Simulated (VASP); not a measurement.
A run of VASP 6.6.1 is set up as follows.

File POSCAR:

```
HfN
1.0
    2.7868492385      0.0000000000      0.0000000000
    0.0000000000      2.7868492385      0.0000000000
    0.0000000000      0.0000000000      2.7868492385
Hf N
1 1
Direct
    0.5000000000      0.5000000000      0.5000000000
    0.0000000000      0.0000000000      0.0000000000
```

The input INCAR.step1:

```
PREC = Accurate
ENCUT = 520
EDIFF = 1E-5
ISMEAR = -1
SIGMA = 0.05
LREAL = F
LASPH = T
NELM = 80
ALGO = Normal
ISIF = 2
LWAVE = T
LCHARG = F
NBANDS = 14
GGA = PE
```

File INCAR.step2:

```
PREC = Accurate
ENCUT = 520
EDIFF = 1E-7
ISMEAR = -1
SIGMA = 0.05
LREAL = F
LASPH = T
NELM = 80
ALGO = Normal
ISIF = 2
LWAVE = F
LCHARG = F
GGA = PE
LHFCALC = T
AEXX = 0.25
PRECFOCK = Normal
NBANDS = 14
ISTART = 1
```

The input KPOINTS:

```
regular mesh
0
Gamma
  5 5 5
```

Potentials or basis: VASP PAW PBE potentials, release 64 (Hf_pv, N).

Launch:

```console
$ cat potpaw_PBE.64/Hf_pv/POTCAR potpaw_PBE.64/N/POTCAR > POTCAR
$ cp INCAR.step1 INCAR
$ mpirun -np 1 vasp_std > vasp.out
$ cp INCAR.step2 INCAR
$ mpirun -np 1 vasp_std > vasp.out
```

Predict the pressure.

-1.3 GPa.

Caveat: the k points lie up to 0.45 Å⁻¹ apart; the PAW data sets were made with another functional, which shifts forces and pressure a little.
